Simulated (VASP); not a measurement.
# Ru (P6_3/mmc) in VASP: further runs, part 2 of 2

VASP 6.6.1. Earlier steps stand in the parts before.

## 3. Relaxation of cell and atoms, r2SCAN

This run uses another cell than the first one, of 13.55 Å³/atom.

File POSCAR:

```
Ru
1.0
    2.7038898633      0.0000000000      0.0000000000
   -1.3519449316      2.3416373106      0.0000000000
    0.0000000000      0.0000000000      4.2816800000
Ru
2
Direct
    0.3333333333      0.6666666667      0.2500000000
    0.6666666667      0.3333333333      0.7500000000
```

File INCAR.step1:

```
PREC = Accurate ; ENCUT = 600
ISMEAR = -1 ; SIGMA = 0.1
LREAL = False ; LASPH = True
NELM = 60 ; GGA = PE
ALGO = Normal ; EDIFF = 1E-4
LWAVE = True ; LCHARG = False
```

File INCAR.step2:

```
PREC = Accurate ; ENCUT = 600
EDIFF = 1E-6 ; ISMEAR = -1
SIGMA = 0.1 ; LREAL = False
LASPH = True ; NELM = 60
ALGO = Normal ; ISIF = 3
LWAVE = False ; LCHARG = False
METAGGA = R2SCAN ; LMIXTAU = True
IBRION = 2 ; NSW = 80
EDIFFG = -0.01 ; ISTART = 1
```

File KPOINTS:

```
Automatic mesh
0
Gamma
  13 13 8
```

Potentials or basis: VASP PAW PBE potentials, release 64 (Ru_pv).

Run with:

```console
cat potpaw_PBE.64/Ru_pv/POTCAR > POTCAR
cp INCAR.step1 INCAR
mpirun -np 1 vasp_std > vasp.out
cp INCAR.step2 INCAR
mpirun -np 1 vasp_std > vasp.out
```

OUTCAR:

```text
PREC = Accurate
   ENCUT = 600
   EDIFF = 1E-6
   ISMEAR = -1
   LREAL = False
   LASPH = True
   NELM = 60
   ISIF = 3
   METAGGA = R2SCAN
   IBRION = 2
   NSW = 80
   EDIFFG = -0.01
   ISTART = 1

 ion  position               nearest neighbor table
   1  0.333  0.667  0.250-   2 2.65   2 2.65   2 2.65   2 2.65   2 2.65   2 2.65
   2  0.667  0.333  0.750-   1 2.65   1 2.65   1 2.65   1 2.65   1 2.65   1 2.65

  LATTYP: Found a hexagonal cell.
 ALAT       =     2.7038898633
 C/A-ratio  =     1.5835260371

  Lattice vectors:

 A1 = (   2.7038898633,   0.0000000000,   0.0000000000)
 A2 = (  -1.3519449316,   2.3416373106,   0.0000000000)
 A3 = (   0.0000000000,   0.0000000000,   4.2816800000)

Analysis of symmetry for initial positions (statically):
=====================================================================
[... 254 lines left out ...]

  energy without entropy =      -50.82644807  energy(sigma->0) =      -50.85251400

 E-fermi :  12.7809     XC(G=0): -15.4146

 val. band max:       12.7337840002   @ k =   0.4615   0.0769   0.2500
 cond. band min:      12.7831603494   @ k =   0.0769   0.0000   0.3750
 fundamental gap:      0.0493763492
 Fermi energy:        12.7808555857

 k-point     1 :       0.0000    0.0000    0.0000
  band No.  band energies     occupation
      1     -32.3539      2.00000
      2     -31.3447      2.00000
      3     -31.3447      2.00000
      4     -31.1559      2.00000
      5     -31.1559      2.00000
      6     -31.1027      2.00000
[... 481 lines left out ...]
      5     -31.1883      2.00000
      6     -31.1633      2.00000
[... 10 lines left out ...]
     17      14.2239      0.00000
     18      17.2693      0.00000

 [... further k-points ...]

------------------------ aborting loop because EDIFF is reached ----------------------------------------

  FORCE on cell =-STRESS in cart. coord.  units (eV):
  Direction    XX          YY          ZZ          XY          YZ          ZX
  --------------------------------------------------------------------------------------
  -------------------------------------------------------------------------------------
  Total       -0.0127592     -0.0127592     -0.0158547     -0.0000000      0.0000000      0.0000000
  in kB       -0.7535166     -0.7535166     -0.9363232     -0.0000000      0.0000000      0.0000000
  external PRESSURE =      -0.8144521 kB  Pullay stress =       0.0000000 kB
[... 17 lines left out ...]
  FREE ENERGIE OF THE ION-ELECTRON SYSTEM (eV)
  ---------------------------------------------------
  free  energy   TOTEN  =       -50.8785799259 eV

  energy  without entropy=      -50.8264480736  energy(sigma->0) =      -50.85251400

 reached required accuracy - stopping structural energy minimisation
```

Wall time 4.7 min (1 thread of Intel Xeon Platinum 8375C at 2.90GHz (Ice Lake), shared host); peak memory 0.2 GiB.

Results:

| Item | Value |
| --- | --- |
| Free energy | -50.8786 eV |
| Relaxed volume | 13.56 Å³/atom |
| Relaxed cell | a = 2.710 Å, b = 2.710 Å, c = 4.265 Å, α = 90.00°, β = 90.00°, γ = 120.00° |
| Space group after relaxing (to 0.1 Å) | P6_3/mmc (No. 194) |
| Energy gained by relaxing | 0.5 meV/atom |
| Ionic steps | 3 |
| Pressure after relaxing | -0.1 GPa |
| Band gap on the k mesh | zero (bands 14 and 15 overlap by 3.23 eV) |

Step by step:
| step | energy change (eV) | largest force (eV/Å) | pressure (GPa) | volume (Å³) |
| --- | --- | --- | --- | --- |
| 1 | 0.0000 | 0.0000 | 0.12 | 27.11 |
| 2 | 0.0000 | 0.0000 | -0.21 | 27.15 |
| 3 | -0.0011 | 0.0000 | -0.08 | 27.13 |

Final structure:
```
CELL_PARAMETERS angstrom
2.71013 0.00000 0.00000
-1.35507 2.34704 0.00000
0.00000 0.00000 4.26511
ATOMIC_POSITIONS crystal
Ru 0.33333 0.66667 0.25000
Ru 0.66667 0.33333 0.75000
```

Levels at points of the mesh, in eV from the Fermi level:
| k point | band 12 | band 13 | band 14 | band 15 | band 16 | band 17 |
| --- | --- | --- | --- | --- | --- | --- |
| (0.00, 0.00, 0.00) | -2.03 | -2.03 | -1.54 | -1.54 | 1.19 | 1.19 |
| (0.00, 0.00, 0.50) | -2.94 | -2.83 | -2.83 | 0.53 | 0.53 | 0.53 |

Caveat: the PAW data sets were made with another functional, which shifts forces and pressure a little.

## 4. Single point, r2SCAN

File POSCAR:

```
Ru
1.0
    2.7059477279      0.0000000000      0.0000000000
   -1.3529738639      2.3434194737      0.0000000000
    0.0000000000      0.0000000000      4.2579056513
Ru
2
Direct
    0.3333333333      0.6666666667      0.2500000000
    0.6666666667      0.3333333333      0.7500000000
```

File INCAR.step1:

```
PREC     = Accurate       # precision mode
ENCUT    = 520            # plane-wave cutoff, eV
ISMEAR   = -1             # smearing method
SIGMA    = 0.1            # smearing width, eV
LREAL    = F              # projectors in reciprocal space
LASPH    = T              # aspherical terms in the spheres
NELM     = 80             # most SCF steps
NBANDS   = 21             # bands
GGA      = PE             # functional
ALGO     = Normal         # electronic algorithm
EDIFF    = 1E-4           # SCF threshold, eV
LWAVE    = T              # write WAVECAR
LCHARG   = F              # write CHGCAR
```

File INCAR.step2:

```
PREC     = Accurate       # precision mode
ENCUT    = 520            # plane-wave cutoff, eV
EDIFF    = 1E-7           # SCF threshold, eV
ISMEAR   = -1             # smearing method
SIGMA    = 0.1            # smearing width, eV
LREAL    = F              # projectors in reciprocal space
LASPH    = T              # aspherical terms in the spheres
NELM     = 80             # most SCF steps
ALGO     = Normal         # electronic algorithm
ISIF     = 2              # what is computed and relaxed
LWAVE    = F              # write WAVECAR
LCHARG   = F              # write CHGCAR
METAGGA  = R2SCAN         # meta-GGA
LMIXTAU  = T            
NBANDS   = 21             # bands
ISTART   = 1
```

File KPOINTS:

```
regular mesh
0
Gamma
  22 22 12
```

Run with:

```console
cat potpaw_PBE.64/Ru_pv/POTCAR > POTCAR
cp INCAR.step1 INCAR
mpirun -np 1 vasp_std > vasp.out
cp INCAR.step2 INCAR
mpirun -np 1 vasp_std > vasp.out
```

Run time: 12 min. Hardware: 1 thread of Intel Xeon 8259CL, shared host; peak memory 0.27 GiB.

The run converged. Its results:

```yaml
Free_energy: -50.8831 eV
Pressure: 1.5 GPa
Band_gap_on_the_k_mesh: zero (bands 14 and 15 overlap by 3.37 eV)
```

Stress tensor (GPa, compression positive):
```
1.17 0.00 0.00
0.00 1.17 0.00
0.00 0.00 2.21
```

Levels at points of the mesh, in eV from the Fermi level:
| k point | band 11 | band 12 | band 13 | band 14 | band 15 | band 16 | band 17 | band 18 |
| --- | --- | --- | --- | --- | --- | --- | --- | --- |
| (0.00, 0.00, 0.00) | -2.50 | -2.02 | -2.02 | -1.53 | -1.53 | 1.23 | 1.23 | 1.42 |
| (0.50, 0.00, 0.00) | -2.17 | -1.91 | -1.57 | 1.45 | 1.90 | 2.02 | 4.24 | 6.43 |
| (0.00, 0.00, 0.50) | -2.94 | -2.94 | -2.82 | -2.82 | 0.56 | 0.56 | 0.56 | 0.56 |
| (0.50, 0.00, 0.50) | -1.15 | -1.15 | 0.45 | 0.45 | 1.73 | 1.73 | 3.55 | 3.55 |

Caveat: the PAW data sets were made with another functional, which shifts forces and pressure a little.

## 5. Overview

```tsv
task	cell	k mesh	cutoff (eV)	gap on the mesh (eV)	pressure (GPa)
single point	a = 2.706, b = 2.706, c = 4.258 Å, angles 90.0, 90.0, 120.0°, 2 atoms	13 × 13 × 8	520	none	1.5
relaxation of cell and atoms	relaxed from a = 2.704, b = 2.704, c = 4.282 Å, angles 90.0, 90.0, 120.0°, 2 atoms	13 × 13 × 8	600	none	-0.1
single point	a = 2.706, b = 2.706, c = 4.258 Å, angles 90.0, 90.0, 120.0°, 2 atoms	22 × 22 × 12	520	none	1.5
```

Alike in all rows: level r2SCAN; potentials or basis VASP PAW PBE potentials, release 64 (Ru_pv); no spin polarisation; smearing fermi-dirac 0.1 eV.

Caveats: the PAW data sets were made with another functional, which shifts forces and pressure a little.

Absolute energies hang on the potentials; compare differences alone.
